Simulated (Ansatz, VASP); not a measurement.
Two plane-wave programs on KTaO3

Contents of INCAR:

```
SYSTEM = KTaO3
ALGO = Normal
EDIFF = 1E-7
ENCUT = 520
GGA = PE
ISIF = 2
ISMEAR = 0
LASPH = .True.
LCHARG = .True.
LELF = .True.
LREAL = .False.
LVHAR = .True.
LWAVE = .False.
NBANDS = 27
NELM = 60
PREC = Accurate
SIGMA = 0.05
```

The input KPOINTS:

```
k-points
0
Gamma
  8 8 8
  0 0 0
```

File POSCAR:

```
KTaO3
1.0
    3.8367109784      0.0000000000      0.0000000000
    0.0000000000      3.8367109784      0.0000000000
    0.0000000000      0.0000000000      4.0749707302
K Ta O
1 1 3
Direct
    0.5000000000      0.5000000000      0.5000000000
    0.0000000000      0.0000000000      0.0000000000
    0.5000000000      0.0000000000      0.0000000000
    0.0000000000      0.5000000000      0.0000000000
    0.0000000000      0.0000000000      0.5000000000
```

Input for Ansatz:

```yaml
crystal:
  lattice:
    - [3.8367109784, 0.0, 0.0]
    - [0.0, 3.8367109784, 0.0]
    - [0.0, 0.0, 4.0749707302]
  atoms:
    - { symbol: K, position: [0.5, 0.5, 0.5] }
    - { symbol: Ta, position: [0.0, 0.0, 0.0] }
    - { symbol: O, position: [0.5, 0.0, 0.0] }
    - { symbol: O, position: [0.0, 0.5, 0.0] }
    - { symbol: O, position: [0.0, 0.0, 0.5] }
basis:
  ecutwfc: 520.0
kpoints:
  mp_grid: { grid: [8, 8, 8] }
hamiltonian:
  xc: pbe
scf:
  occupations: { method: gaussian, width: 0.05 }
output:
  forces: true
  stress: true
  eigenvalues: true
  write_density: true
  write_potential: true
  elf: true
  volumetric_format: npy
```

Alike in both runs: task single point; functional PBE; k mesh 8 × 8 × 8; occupations gaussian, width 0.05 eV; no spin polarisation.

|  | VASP | Ansatz |
| --- | --- | --- |
| version | VASP 6.6.1 | Ansatz 0.2.0 |
| potentials or method | VASP PAW PBE potentials, release 64 (K_sv, Ta_pv, O), cutoff 520 eV | scalar-relativistic, plane waves, PAW |
| valence electrons in the cell | 38 | 40 |

Ansatz gave:

| Property | Result |
| --- | --- |
| gap on the k mesh at the Fermi level (eV) | 2.27 |
| least direct gap on the mesh (eV) | 2.80 |
| pressure (GPa) | 20.4 |
| traceless stress, the component that is largest in VASP (GPa) | -17.74 |

What did VASP give for the same quantities?

gap on the k mesh at the Fermi level (eV): 2.22; least direct gap on the mesh (eV): 2.76; pressure (GPa): 21.3; traceless stress, the component that is largest in VASP (GPa): -18.08.

VASP's potentials hold 38 valence electrons a cell and Ansatz's 40, so a difference there can come from the potentials and not from the codes.

Neither program's run includes spin-orbit coupling.
